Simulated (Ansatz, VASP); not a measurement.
BaTiO3: VASP beside Ansatz

```
CELL_PARAMETERS angstrom
3.96933 0.00000 0.00000
0.00000 3.96933 0.00000
0.00000 0.00000 4.12603
ATOMIC_POSITIONS crystal
Ba 0.00000 0.00000 0.99445
Ti 0.50000 0.50000 0.47595
O 0.50000 0.50000 0.03576
O 0.50000 0.00000 0.51842
O 0.00000 0.50000 0.51842
```

Alike in both runs: functional r2SCAN; k mesh 4 × 4 × 4; no spin polarisation.

Ansatz relaxed the structure, and its values are those at the end. VASP's run is a single point on that final structure, the one shown.

|  | VASP | Ansatz |
| --- | --- | --- |
| version | VASP 6.6.1 | Ansatz 0.2.0 |
| potentials or method | VASP PAW PBE potentials, release 64 (Ba_sv, Ti_sv, O), cutoff 520 eV | plane waves, PAW |
| occupations | gaussian, width 0.01 eV | fixed |
| valence electrons in the cell | 40 | 40 |

```tsv
	VASP	Ansatz	Ansatz less VASP
pressure (GPa)	1.9	0.0	-1.92
rms of the force components (eV/Å)	0.062	0.000	-0.0619
```

VASP's potentials were made for PBE, not for r2SCAN.

Spin-orbit coupling is off throughout.
